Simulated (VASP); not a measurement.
A run of VASP 6.6.1 is set up as follows.

INCAR

```
SYSTEM = CoO
PREC     = Accurate       ! precision mode
ENCUT    = 700            ! plane-wave cutoff, eV
EDIFF    = 1E-7           ! SCF threshold, eV
ISMEAR   = -1             ! smearing method
SIGMA    = 0.05           ! smearing width, eV
LREAL    = .False.        ! projectors in reciprocal space
LASPH    = .True.         ! aspherical terms in the spheres
NELM     = 200            ! most SCF steps
ALGO     = Normal         ! electronic algorithm
ISIF     = 8              ! what is computed and relaxed
LWAVE    = .False.        ! write WAVECAR
LCHARG   = .False.        ! write CHGCAR
ISPIN    = 2              ! spin polarisation
MAGMOM   = 2.5 0          ! initial moments
LORBIT   = 11             ! projections on sites
LMAXMIX  = 4              ! l up to which the mixer works
LDAU     = .True.         ! DFT+U
LDAUTYPE = 2            
LDAUL    = 2 -1           ! shell
LDAUU    = 2 0            ! U, eV
LDAUJ    = 0 0          
LDAUPRINT= 1            
GGA      = PE             ! functional
IBRION   = 2              ! ionic algorithm
NSW      = 80             ! ionic steps
EDIFFG   = -0.01          ! ionic threshold
GGA_COMPAT= .False.      
NELMIN   = 4
```

Contents of KPOINTS:

```
regular mesh
0
Gamma
  7 7 7
  0 0 0
```

POSCAR

```
CoO
1.0
    0.0000000000      2.1315000000      2.1315000000
    2.1315000000      0.0000000000      2.1315000000
    2.1315000000      2.1315000000      0.0000000000
Co O
1 1
Direct
    0.0000000000      0.0000000000      0.0000000000
    0.5000000000      0.5000000000      0.5000000000
```

Potentials or basis: VASP PAW PBE potentials, release 64 (Co_sv, O).

Launch:

```bash
$ cat potpaw_PBE.64/Co_sv/POTCAR potpaw_PBE.64/O/POTCAR > POTCAR
$ mpirun -np 1 vasp_std > vasp.out
```

Q: Predict the site moments.

A: Co +2.65; O +0.28 μB.

Q: What does it give for the relaxed volume?

A: 9.61 Å³/atom.

Eigenvalues of the final occupation matrices:
| site | spin | trace | eigenvalues |
| --- | --- | --- | --- |
| site 1 d | 1 | 4.66 | 0.92 0.92 0.92 0.95 0.95 |
| site 1 d | 2 | 2.03 | 0.12 0.12 0.60 0.60 0.60 |

Caveat: the k points lie up to 0.37 Å⁻¹ apart in the final cell, too coarse for converged energies and pressures of a metal; a cell with one magnetic atom can't hold antiferromagnetic order, which such compounds often take. The state reached can hang on the start; a lower one may exist.
